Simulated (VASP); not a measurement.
Runs of VASP 6.6.1 on CuO. The structure is that of space group P4/nmm (No. 129), or close to it. The cells are those of the table. 

| level | potentials or basis | U | cell | k mesh | cutoff (eV) | grid for exact exchange (PRECFOCK) | share of exact exchange | screening parameter | gap on the mesh (eV) | pressure (GPa) | largest force (eV/Å) |
| --- | --- | --- | --- | --- | --- | --- | --- | --- | --- | --- | --- |
| PBE0 | VASP PAW PBE potentials, release 64 (Cu, O) | - | a = 3.175, b = 3.175, c = 4.650 Å, 4 atoms | 5 × 5 × 4 | 520 | Normal | 0.25 | - | none | 11.6 | 1.65 |
| r2SCAN0 | VASP PAW PBE potentials, release 64 (Cu, O) | - | a = 3.175, b = 3.175, c = 4.650 Å, 4 atoms | 5 × 5 × 4 | 520 | Normal | 0.25 | - | none | 8.0 | 1.94 |
| RPBE | VASP PAW PBE potentials, release 64 (Cu_sv_GW, O) | - | a = 3.175, b = 3.175, c = 4.650 Å, 4 atoms | 8 × 8 × 6 | 820 | - | - | - | none | (a) | 0.66 |
| PBE+U | VASP PAW PBE potentials, release 64 (Cu_sv_GW, O) | Cu d U = 3.0 eV | a = 3.175, b = 3.175, c = 4.650 Å, 4 atoms | 8 × 8 × 6 | 820 | - | - | - | none | 14.8 | 0.94 |
| PBE | VASP PAW PBE potentials, release 64 (Cu_sv_GW, O_h) | - | a = 3.133, b = 3.133, c = 4.587 Å, 4 atoms | 8 × 8 × 6 | 1340 | - | - | - | none | (c) | 0.37 |
| PBEsol | VASP PAW PBE potentials, release 64 (Cu_sv_GW, O) | - | a = 3.111, b = 3.111, c = 4.555 Å, 4 atoms | 8 × 8 × 6 | 820 | - | - | - | none | 21.5 | 0.49 |
| RPBE | VASP PAW PBE potentials, release 64 (Cu_sv_GW, O_h) | - | a = 3.175, b = 3.175, c = 4.650 Å, 4 atoms | 5 × 5 × 4 | 1340 | - | - | - | none | 21.4 | 0.67 |
| revPBE | VASP PAW PBE potentials, release 64 (Cu_sv_GW, O_h) | - | a = 3.175, b = 3.175, c = 4.650 Å, 4 atoms | 5 × 5 × 4 | 1340 | - | - | - | none | 20.2 | 0.74 |
| PBEsol | VASP PAW PBE potentials, release 64 (Cu_sv_GW, O) | - | a = 3.238, b = 3.238, c = 4.741 Å, 4 atoms | 8 × 8 × 6 | 820 | - | - | - | none | (b) | 1.91 |
| HSE06 | VASP PAW PBE potentials, release 64 (Cu, O) | - | a = 3.175, b = 3.175, c = 4.650 Å, 4 atoms | 5 × 5 × 4 | 520 | Normal | 0.25 | 0.2079 1/Å | none | 11.9 | 1.68 |

Alike in all rows: no spin polarisation; smearing fermi-dirac 0.05 eV.

Problem. Fill in the values left out.

Solution. (a) 21.1; (b) 0.6; (c) 25.1.

Caveats: some runs use coarse meshes; the PAW data sets were made with another functional, which shifts forces and pressure a little (at least some runs); semilocal functionals often make such compounds metallic where correlation or magnetic order opens a gap, which also shifts bond lengths (at least some runs); the stress differs along the axes, from -5 to 34 GPa (at least some runs); the stress differs along the axes, from -10 to 27 GPa (at least some runs); U without spin polarisation on a metal has little footing (at least some runs); the stress differs along the axes, from -4 to 39 GPa (at least some runs); the stress differs along the axes, from -7 to 36 GPa (at least some runs).

A gap of «none» marks levels without a gap at the run's occupations.

The runs don't all hold the same shells in valence.
